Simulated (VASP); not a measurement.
Crystal: ZnSe (Stilleite).

```
Se Zn
1.0
     0.00000    2.87109    2.87109
     2.87109    0.00000    2.87109
     2.87109    2.87109    0.00000
Se Zn
1 1
Direct
  0.75000 0.75000 0.75000
  0.00000 0.00000 0.00000
```

Base run:

| Quantity | Value |
| --- | --- |
| Program | VASP 6.6.1 |
| Functional | r2SCAN |
| Dispersion | D4 |
| Potentials or basis | VASP PAW PBE potentials, release 64 (Se, Zn) |
| Cutoff | 520 eV |
| k mesh | 8 × 8 × 8 |
| Occupations | fermi-dirac, width 0.05 eV |
| Spin | no spin polarisation |

Its results: band gap on the k mesh 1.70 eV, direct; pressure -3.0 GPa.

Problem. After a change of settings the same cell gave: band gap on the k mesh 1.11 eV, direct; pressure -2.3 GPa. Which change was it?
A. functional from r2SCAN to PBEsol; dispersion from D4 to D3(BJ)
B. functional from r2SCAN to PBE; dispersion from D4 to none
C. functional from r2SCAN to BLYP; dispersion from D4 to D3(BJ)

Solution. C.

Caveats: the PAW data sets were made with another functional, which shifts forces and pressure a little.
